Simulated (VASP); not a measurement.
Wanted: the native input for a VASP 6.6.1 run.

```yaml
Task: single point
Functional: PBE
Potentials_or_basis: VASP PAW PBE potentials, release 64 (Ni, Mo_sv, Pd, Ir, W_sv)
Cutoff: 520 eV
k_mesh: 4 × 4 × 2
Occupations: fermi-dirac, width 0.05 eV
Spin: collinear spin, ferromagnetic start
Starting_moments: "[1.0, 1.0, 0.0, 0.6, 0.0] μB"
Dipole_correction: no
Further_INCAR_settings: ALGO = Normal; EDIFF = 1e-06; NBANDS = 40
```

The structure of NiMoIrPdW lies in POSCAR:

```
NiMoIrPdW
1.0
    4.1170500000      0.0000000000      0.0000000000
   -2.0585300000      3.5654700000      0.0000000000
    0.0000000000      0.0000000000      5.4458000000
Ni Mo Pd Ir W
1 1 1 1 1
Direct
    0.0000000000      0.0000000000      0.9577500000
    0.6666700000      0.3333300000      0.9616100000
    0.6666700000      0.3333300000      0.4629500000
    0.3333300000      0.6666700000      0.7257200000
    0.3333300000      0.6666700000      0.2364200000
```

These files were run (other wordings do the same):

INCAR

```
PREC     = Accurate       # precision mode
ENCUT    = 520            # plane-wave cutoff, eV
EDIFF    = 1E-6           # SCF threshold, eV
ISMEAR   = -1             # smearing method
SIGMA    = 0.05           # smearing width, eV
LREAL    = F              # projectors in reciprocal space
LASPH    = T              # aspherical terms in the spheres
NELM     = 150            # most SCF steps
ALGO     = Normal         # electronic algorithm
ISIF     = 2              # what is computed and relaxed
LWAVE    = F              # write WAVECAR
LCHARG   = F              # write CHGCAR
ISPIN    = 2              # spin polarisation
MAGMOM   = 1 1 0 0.6 0    # initial moments
LORBIT   = 11             # projections on sites
LMAXMIX  = 4              # l up to which the mixer works
GGA      = PE             # functional
NBANDS   = 40             # bands
```

KPOINTS

```
Automatic mesh
0
Gamma
  4 4 2
```

Potentials or basis: VASP PAW PBE potentials, release 64 (Ni, Mo_sv, Pd, Ir, W_sv).

The run is started by

```sh
$ cat potpaw_PBE.64/Ni/POTCAR potpaw_PBE.64/Mo_sv/POTCAR potpaw_PBE.64/Pd/POTCAR potpaw_PBE.64/Ir/POTCAR potpaw_PBE.64/W_sv/POTCAR > POTCAR
$ mpirun -np 1 vasp_std > vasp.out
```

Results of the run:

```
Pressure                                              : -0.2 GPa
Largest force                                         : 0.155 eV/Å
Net moment                                            : 0.00 μB per cell
Valence electrons inside the program's atomic spheres : Ni 9.45; Mo 12.56; Pd 9.59; Ir 8.31; W 11.87
```

Caveat: the k points lie up to 0.58 Å⁻¹ apart.

Wall time 110 s on 1 thread of Intel Xeon 6975P-C (shared host), peak memory 0.29 GiB.
